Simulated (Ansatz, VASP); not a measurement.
**Two plane-wave programs on Mg2B6Pt**

INCAR

```
SYSTEM = Mg2B6Pt
PREC = Accurate ; ENCUT = 600
EDIFF = 1E-6 ; ISMEAR = 0
SIGMA = 0.1 ; LREAL = .False.
LASPH = .True. ; NELM = 60
ALGO = Normal ; ISIF = 3
LWAVE = .False. ; LCHARG = .False.
GGA = PE ; IBRION = 2
NSW = 90 ; EDIFFG = -0.04
```

KPOINTS

```
regular mesh
0
Gamma
  6 6 6
  0 0 0
```

The input POSCAR:

```
Mg2B6Pt
1.0
    3.0330777900      1.7511482800      2.5388948200
   -3.0330777900      1.7511482800      2.5388948200
    0.0000000000     -3.5022965600      2.5388948200
Mg B Pt
2 6 1
Direct
    0.1855601300      0.1855601300      0.1855601300
    0.8144398700      0.8144398700      0.8144398700
    0.1552403900      0.8447596100      0.5000000000
    0.5000000000      0.1552403900      0.8447596100
    0.8447596100      0.5000000000      0.1552403900
    0.8447596100      0.1552403900      0.5000000000
    0.5000000000      0.8447596100      0.1552403900
    0.1552403900      0.5000000000      0.8447596100
    0.5000000000      0.5000000000      0.5000000000
```

Input for Ansatz:

```yaml
crystal:
  lattice:
    - [3.03307779, 1.75114828, 2.53889482]
    - [-3.03307779, 1.75114828, 2.53889482]
    - [0.0, -3.50229656, 2.53889482]
  atoms:
    - { symbol: Mg, position: [0.18556013, 0.18556013, 0.18556013] }
    - { symbol: Mg, position: [0.81443987, 0.81443987, 0.81443987] }
    - { symbol: B, position: [0.15524039, 0.84475961, 0.5] }
    - { symbol: B, position: [0.5, 0.15524039, 0.84475961] }
    - { symbol: B, position: [0.84475961, 0.5, 0.15524039] }
    - { symbol: B, position: [0.84475961, 0.15524039, 0.5] }
    - { symbol: B, position: [0.5, 0.84475961, 0.15524039] }
    - { symbol: B, position: [0.15524039, 0.5, 0.84475961] }
    - { symbol: Pt, position: [0.5, 0.5, 0.5] }
basis:
  ecutwfc: 420
kpoints:
  mp_grid: { grid: [6, 6, 6] }
hamiltonian:
  xc: pbe
scf:
  occupations: { method: gaussian, width: 0.1 }
  lower_state_search: "off"
output:
  forces: true
  stress: true
  eigenvalues: true
relax:
  adjacent_minimum: "off"
  f_tol: 0.04
  max_steps: 70
  cell: { stress_tol: 0.4 }
```

Alike in both runs: task relaxation of cell and atoms; functional PBE; k mesh 6 × 6 × 6; occupations gaussian, width 0.1 eV; no spin polarisation.

|  | VASP | Ansatz |
| --- | --- | --- |
| version | VASP 6.6.1 | Ansatz 0.2.0 |
| potentials or method | VASP PAW PBE potentials, release 64 (Mg, B, Pt), cutoff 600 eV | scalar-relativistic, plane waves, PAW |
| valence electrons in the cell | 32 | 56 |

```csv
,VASP,Ansatz,Ansatz less VASP
"gap on the k mesh at the Fermi level, each at its own relaxed structure (eV)",none,none,-
relaxed volume (Å³/atom),13.46,13.66,+0.192
relaxed length of the cell vector where the two differ most in proportion (Å),5.369,5.420,+0.0505
```

A gap of «none» marks a metal or a gap that the smearing closes. VASP's potentials hold 32 valence electrons a cell and Ansatz's 56, so a difference there can come from the potentials and not from the codes.

Spin-orbit coupling is off throughout. Noted on VASP's run: the volume moved by over 15 % at a fixed basis, so the end points are rough.
